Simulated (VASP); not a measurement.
# SrLi2SnS4 (I-42m) in VASP: single point with PBE

Aim: the single point of SrLi2SnS4 with PBE.

Everything below comes from runs of VASP 6.6.1. Logs are shortened: lines on timing, memory, paths and dates and some standing lists are left out, and cuts for length are marked.

## 1. The cell of the first run

The structure is tetragonal, space group I-42m (No. 121). The conventional cell has a = 6.700 Å, b = 6.700 Å, c = 8.110 Å, α = 90.00°, β = 90.00°, γ = 90.00°. Li (site symmetry -4) has 4 S at 2.48 Å within 3.3 Å. Within 4.1 Å of Sr (site symmetry -42m) lie 8 S at 3.09 to 3.32 Å and 8 Li at 3.92 Å and 2 Sn at 4.06 Å. Sn (site symmetry -42m) has 4 S at 2.42 Å within 3.2 Å. Within 3.2 Å of S (site symmetry m) lie 1 Sn at 2.42 Å and 2 Li at 2.48 Å and 1 Sr at 3.09 Å.

## 2. Single point, PBE

The input, INCAR:

```
PREC = Accurate
ENCUT = 520
EDIFF = 1E-6
ISMEAR = 0
SIGMA = 0.02
LREAL = F
LASPH = T
NELM = 100
ALGO = Normal
ISIF = 2
LWAVE = F
LCHARG = F
GGA = PE
NBANDS = 37
```

The input, KPOINTS:

```
Automatic mesh
0
Gamma
  6 6 6
```

The input, POSCAR:

```
SrLi2SnS4
1.0
   -3.3501645071      3.3501645071      4.0550354770
    3.3501645071     -3.3501645071      4.0550354770
    3.3501645071      3.3501645071     -4.0550354770
Li Sr Sn S
2 1 1 4
Direct
    0.2500000000      0.7500000000      0.5000000000
    0.7500000000      0.2500000000      0.5000000000
    0.5000000000      0.5000000000      0.0000000000
    0.0000000000      0.0000000000      0.0000000000
    0.0370007242      0.0370007242      0.4170733932
    0.9629992758      0.3800726690      0.0000000000
    0.6199273310      0.6199273310      0.5829266068
    0.3800726690      0.9629992758      0.0000000000
```

Potentials or basis: VASP PAW PBE potentials, release 64 (Li_sv, Sr_sv, Sn_d, S).

Command:

```bash
$ cat potpaw_PBE.64/Li_sv/POTCAR potpaw_PBE.64/Sr_sv/POTCAR potpaw_PBE.64/Sn_d/POTCAR potpaw_PBE.64/S/POTCAR > POTCAR
$ mpirun -np 1 vasp_std > vasp.out
```

OUTCAR:

```text
PREC = Accurate
   ENCUT = 520
   EDIFF = 1E-6
   ISMEAR = 0
   LREAL = F
   LASPH = T
   NELM = 100
   ISIF = 2
   GGA = PE

 ion  position               nearest neighbor table
   1  0.250  0.750  0.500-   5 2.48   7 2.48   8 2.48   6 2.48
   2  0.750  0.250  0.500-   5 2.48   6 2.48   7 2.48   8 2.48
   3  0.500  0.500  0.000-   7 3.09   6 3.09   8 3.09   5 3.09   5 3.32   7 3.32   8 3.32   6 3.32
                             4 4.06   4 4.06
   4  0.000  0.000  0.000-   5 2.42   6 2.42   7 2.42   8 2.42   3 4.06   3 4.06
   5  0.037  0.037  0.417-   4 2.42   2 2.48   1 2.48   3 3.09   3 3.32
   6  0.963  0.380  0.000-   4 2.42   1 2.48   2 2.48   3 3.09   3 3.32
   7  0.620  0.620  0.583-   4 2.42   2 2.48   1 2.48   3 3.09   3 3.32
   8  0.380  0.963  0.000-   4 2.42   2 2.48   1 2.48   3 3.09   3 3.32

  LATTYP: Found a body centered tetragonal cell.
 ALAT       =     6.7003290142
 C/A-ratio  =     1.2103989128

  Lattice vectors:

 A1 = (  -3.3501645071,   3.3501645071,   4.0550354770)
 A2 = (   3.3501645071,  -3.3501645071,   4.0550354770)
 A3 = (   3.3501645071,   3.3501645071,  -4.0550354770)

Analysis of symmetry for initial positions (statically):
=====================================================================
 Subroutine PRICEL returns:
 Original cell was already a primitive cell.

 Routine SETGRP: Setting up the symmetry group for a
 body centered tetragonal supercell.

 Subroutine GETGRP returns: Found  8 space group operations
 (whereof  8 operations were pure point group operations)
 out of a pool of 16 trial point group operations.

The static configuration has the point symmetry D_2d.

Analysis of symmetry for dynamics (positions and initial velocities):
=====================================================================
 Subroutine PRICEL returns:
 Original cell was already a primitive cell.

 Routine SETGRP: Setting up the symmetry group for a
 body centered tetragonal supercell.

 Subroutine GETGRP returns: Found  8 space group operations
 (whereof  8 operations were pure point group operations)
 out of a pool of 16 trial point group operations.

The dynamic configuration has the point symmetry D_2d.

 Subroutine INISYM returns: Found  8 space group operations
 (whereof  8 operations are pure point group operations),
 and found     1 'primitive' translations

----------------------------------------------------------------------------------------

                                     Primitive cell

  volume of cell :     182.0484

  direct lattice vectors                    reciprocal lattice vectors
    -3.350164507  3.350164507  4.055035477     0.000000000  0.149246402  0.123303483
     3.350164507 -3.350164507  4.055035477     0.149246402  0.000000000  0.123303483
     3.350164507  3.350164507 -4.055035477     0.149246402  0.149246402  0.000000000

  length of vectors
     6.236226196  6.236226196  6.236226196     0.193592969  0.193592969  0.211066286

  position of ions in fractional coordinates (direct lattice)
     0.250000000  0.750000000  0.500000000
     0.750000000  0.250000000  0.500000000
     0.500000000  0.500000000  0.000000000
     0.000000000  0.000000000  0.000000000
     0.037000724  0.037000724  0.417073393
     0.962999276  0.380072669  0.000000000
     0.619927331  0.619927331  0.582926607
     0.380072669  0.962999276  0.000000000

  ion indices of the primitive-cell ions
   primitive index   ion index
                 1           1
                 2           2
                 3           3
                 4           4
                 5           5
                 6           6
                 7           7
                 8           8

----------------------------------------------------------------------------------------

 KPOINTS: Automatic mesh

Automatic generation of k-mesh.
 Grid dimensions read from file:
 generate k-points for:    6    6    6

 Generating k-lattice:

  Cartesian coordinates                     Fractional coordinates (reciprocal lattice)
     0.000000000  0.024874400  0.020550581     0.166666667  0.000000000 -0.000000000
     0.024874400  0.000000000  0.020550581     0.000000000  0.166666667 -0.000000000
     0.024874400  0.024874400  0.000000000     0.000000000  0.000000000  0.166666667

  Length of vectors
     0.032265495  0.032265495  0.035177714

  Shift w.r.t. Gamma in fractional coordinates (k-lattice)
     0.000000000  0.000000000  0.000000000

 Subroutine IBZKPT returns following result:
 ===========================================

 Found     30 irreducible k-points:

 Following reciprocal coordinates:
            Coordinates               Weight
  0.000000  0.000000  0.000000      1.000000
  0.166667 -0.000000  0.000000      8.000000
  0.333333 -0.000000  0.000000      8.000000
  0.500000 -0.000000  0.000000      4.000000
  0.166667  0.166667  0.000000      8.000000
  0.333333  0.166667  0.000000     16.000000
[... 16 lines left out ...]
 -0.333333 -0.333333  0.166667      8.000000
 -0.166667 -0.333333  0.166667      8.000000
 [... further k-points ...]
   k-points           NKPTS =     30   k-points in BZ     NKDIM =     30   number of bands    NBANDS=     37
   number of dos      NEDOS =    301   number of ions     NIONS =      8
   total plane-waves  NPLWV = 110592
   dimension x,y,z NGX =    48 NGY =   48 NGZ =   48
   dimension x,y,z NGXF=    96 NGYF=   96 NGZF=   96
   ions per type =               2   1   1   4
   NGX,Y,Z   is equivalent  to a cutoff of  12.80, 12.80, 12.80 a.u.
   NGXF,Y,Z  is equivalent  to a cutoff of  25.59, 25.59, 25.59 a.u.
 SYSTEM =  unknown system
   PREC   = accura    normal or accurate (medium, high low for compatibility)
   ISTART =      0    job   : 0-new  1-cont  2-samecut
   ICHARG =      2    charge: 1-file 2-atom 10-const
   ISPIN  =      1    spin polarized calculation?
   LNONCOLLINEAR =      F non collinear calculations
   LSORBIT =      F    spin-orbit coupling
   LASPH  =      T    aspherical Exc in radial PAW
   ENCUT  =  520.0 eV  38.22 Ry    6.18 a.u.  11.60 11.60 11.60*2*pi/ulx,y,z
   NELM   =    100;   NELMIN=  2; NELMDL= -5     # of ELM steps
   EDIFF  = 0.1E-05   stopping-criterion for ELM
   LREAL  =      F    real-space projection
   EDIFFG = 0.1E-04   stopping-criterion for IOM
   NSW    =      0    number of steps for IOM
   IBRION =     -1    ionic relax: 0-MD 1-quasi-New 2-CG
   NFREE  =      0    steps in history (QN), initial steepest desc. (CG)
   ISIF   =      2    stress and relaxation
   ISYM   =      2    0-nonsym 1-usesym 2-fastsym
   POTIM  = 0.5000    time-step for ionic-motion
   TEBEG  =    0.0;   TEEND  =   0.0 temperature during run
   PSTRESS=    0.0 pullay stress
   NELECT =      54.0000    total number of electrons
   NUPDOWN=      -1.0000    fix difference up-down
   EMIN   =  10.00;   EMAX   =-10.00  energy-range for DOS
   EFERMI =   0.00;   METHOD = LEGACY
   ISMEAR =     0;   SIGMA  =   0.02  broadening in eV -4-tet -1-fermi 0-gaus
   EFERMI_NEDOS =   21; number of points for ismear=-14 and -15
   IALGO  =     38    algorithm
   IMIX   =      4    mixing-type and parameters
     AMIX     =   0.40;   BMIX     =  1.00
     AMIX_MAG =   1.60;   BMIX_MAG =  1.00
  volume/ion in A,a.u.               =      22.76       153.57
  Fermi-wavevector in a.u.,A,eV,Ry     =   1.091802  2.063206 16.218567  1.192031
  Thomas-Fermi vector in A             =   2.228054
   LORBIT       =      0    0 simple, 1 ext, 2 COOP (PROOUT), +10 PAW based schemes
   GGA     = PE    functional components
   LHFCALC =     F    Hartree Fock is set to
   AEXX    =    0.0000 exact exchange contribution
   IVDW    =     0    specifies the selected vdW correction
   LEPSILON=     F    determine dielectric tensor
   LRPA    =     F    only Hartree local field effects (RPA)
 non-spin polarized calculation
 Gauss-broadening in eV      SIGMA  =   0.02
  energy-cutoff  :      520.00
  volume of cell :      182.05
 maximum number of plane-waves:      4935
 NGX is ok and might be reduce to    48
   NGX = 23   NGY = 23   NGZ = 23

 number of electron      54.0000032 magnetization

 Free energy of the ion-electron system (eV)
  ---------------------------------------------------
  ext. energy  EPLUGINS =         0.00000000
  ---------------------------------------------------
  free energy    TOTEN  =       -35.68084806 eV

  energy without entropy =      -35.68084806  energy(sigma->0) =      -35.68084806

 E-fermi :   2.6901     XC(G=0):  -8.7549

 val. band max:        2.6022394368   @ k =   0.5000   0.5000   0.5000
 cond. band min:       5.0580226697   @ k =   0.0000   0.0000   0.0000
 fundamental gap:      2.4557832329
 Fermi energy:         2.6901207042

 k-point     1 :       0.0000    0.0000    0.0000
  band No.  band energies     occupation
      1     -41.9731      2.00000
      2     -41.9728      2.00000
      3     -31.6143      2.00000
      4     -18.3151      2.00000
      5     -18.3151      2.00000
      6     -18.3045      2.00000
[... 29 lines left out ...]
     36       9.1192      0.00000
     37       9.1194      0.00000

 k-point     2 :       0.1667   -0.0000    0.0000
  band No.  band energies     occupation
      1     -41.9730      2.00000
      2     -41.9728      2.00000
      3     -31.6143      2.00000
      4     -18.3149      2.00000
      5     -18.3149      2.00000
      6     -18.3044      2.00000
[... 29 lines left out ...]
     36       8.9230      0.00000
     37       8.9907      0.00000

 k-point     3 :       0.3333   -0.0000    0.0000
  band No.  band energies     occupation
      1     -41.9729      2.00000
      2     -41.9729      2.00000
      3     -31.6142      2.00000
      4     -18.3146      2.00000
      5     -18.3146      2.00000
      6     -18.3042      2.00000
[... 29 lines left out ...]
     36       8.9648      0.00000
     37       9.4585      0.00000
[... 761 lines left out ...]
 k-point    23 :      -0.3333   -0.3333    0.1667
  band No.  band energies     occupation
      1     -41.9729      2.00000
      2     -41.9729      2.00000
      3     -31.6142      2.00000
      4     -18.3143      2.00000
      5     -18.3141      2.00000
      6     -18.3040      2.00000
[... 29 lines left out ...]
     36       8.7591      0.00000
     37       9.4079      0.00000

 k-point    24 :      -0.1667   -0.3333    0.1667
  band No.  band energies     occupation
      1     -41.9729      2.00000
      2     -41.9729      2.00000
      3     -31.6142      2.00000
      4     -18.3145      2.00000
      5     -18.3145      2.00000
      6     -18.3041      2.00000
[... 29 lines left out ...]
     36       8.8284      0.00000
     37       9.5412      0.00000

 [... further k-points ...]
[... 5 lines left out ...]
  --------------------------------------------------------------------------------------
  -------------------------------------------------------------------------------------
  Total       -0.0482143     -0.0482143     -0.0540981      0.0000000      0.0000000      0.0000000
  in kB       -0.4243263     -0.4243263     -0.4761080      0.0000000      0.0000000      0.0000000
  external PRESSURE =      -0.4415869 kB  Pullay stress =       0.0000000 kB

 VOLUME and BASIS-vectors are now :
 -----------------------------------------------------------------------------
  energy-cutoff  :      520.00
  volume of cell :      182.05
      direct lattice vectors                 reciprocal lattice vectors
    -3.350164507  3.350164507  4.055035477     0.000000000  0.149246402  0.123303483
     3.350164507 -3.350164507  4.055035477     0.149246402  0.000000000  0.123303483
     3.350164507  3.350164507 -4.055035477     0.149246402  0.149246402  0.000000000

 POSITION                                       TOTAL-FORCE (eV/Angst)
 -----------------------------------------------------------------------------------
      3.35016      0.00000      2.02752         0.000000      0.000000     -0.000000
      0.00000      3.35016      2.02752         0.000000      0.000000      0.000000
      0.00000      0.00000      4.05504         0.000000      0.000000     -0.000000
      0.00000      0.00000      0.00000         0.000000      0.000000      0.000000
      1.39726      1.39726     -1.39117        -0.013348     -0.013348      0.009311
     -1.95290      1.95290      5.44620        -0.013348      0.013348     -0.009311
      1.95290      1.95290      2.66387         0.013348      0.013348      0.009311
      1.95290     -1.95290      5.44620         0.013348     -0.013348     -0.009311
 -----------------------------------------------------------------------------------
    total drift:                               -0.000002     -0.000002     -0.000001

  FREE ENERGIE OF THE ION-ELECTRON SYSTEM (eV)
  ---------------------------------------------------
  free  energy   TOTEN  =       -35.6808480640 eV

  energy  without entropy=      -35.6808480640  energy(sigma->0) =      -35.68084806
```

It took 5.4 min on 1 thread of AMD EPYC 7R43 (Zen 3), shared host; peak memory 0.39 GiB.

What came out:

- Free energy: -35.6808 eV
- Largest force: 0.021 eV/Å
- Band gap on the k mesh: 2.46 eV, indirect (least direct gap 2.46 eV)

Forces on the atoms (eV/Å):
```
Li   0.000  0.000  0.000
Li   0.000  0.000  0.000
Sr   0.000  0.000  0.000
Sn   0.000  0.000  0.000
S   -0.013 -0.013  0.009
S   -0.013  0.013 -0.009
S    0.013  0.013  0.009
S    0.013 -0.013 -0.009
```

Caveat: the cutoff is under 1.25 times the usual one of these potentials, so pressure, stress and relaxed cells hold a basis-set (Pulay) error; spin-orbit coupling is left out, which moves the levels of the heavy elements. A k mesh can miss the band edges.
